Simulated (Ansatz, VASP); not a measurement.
**Two plane-wave programs on Ta**

```
Ta
1.0
    -1.65970    1.65970    1.65970
     1.65970   -1.65970    1.65970
     1.65970    1.65970   -1.65970
Ta
1
Cartesian
  0.0000 0.0000 0.0000
```

Alike in both runs: functional PBE; k mesh 54 × 54 × 54; occupations gaussian, width 0.1 eV; no spin polarisation.

Ansatz relaxed the structure, and its values are those at the end. VASP's run is a single point on that final structure, the one shown.

```csv
,VASP,Ansatz
version,VASP 6.6.1,Ansatz 0.2.0
potentials or method,"VASP PAW PBE potentials, release 64 (Ta_pv)","scalar-relativistic, plane waves, PAW"
plane-wave cutoff (eV),520,420
valence electrons in the cell,11,13
```

|  | VASP | Ansatz | Ansatz less VASP |
| --- | --- | --- | --- |
| gap on the k mesh at the Fermi level (eV) | none | none | - |
| pressure (GPa) | 0.1 | 0.0 | -0.10 |

A gap of «none» marks a metal or a gap that the smearing closes. VASP's potentials hold 11 valence electrons a cell and Ansatz's 13, so a difference there can come from the potentials and not from the codes.

Spin-orbit coupling is off throughout.
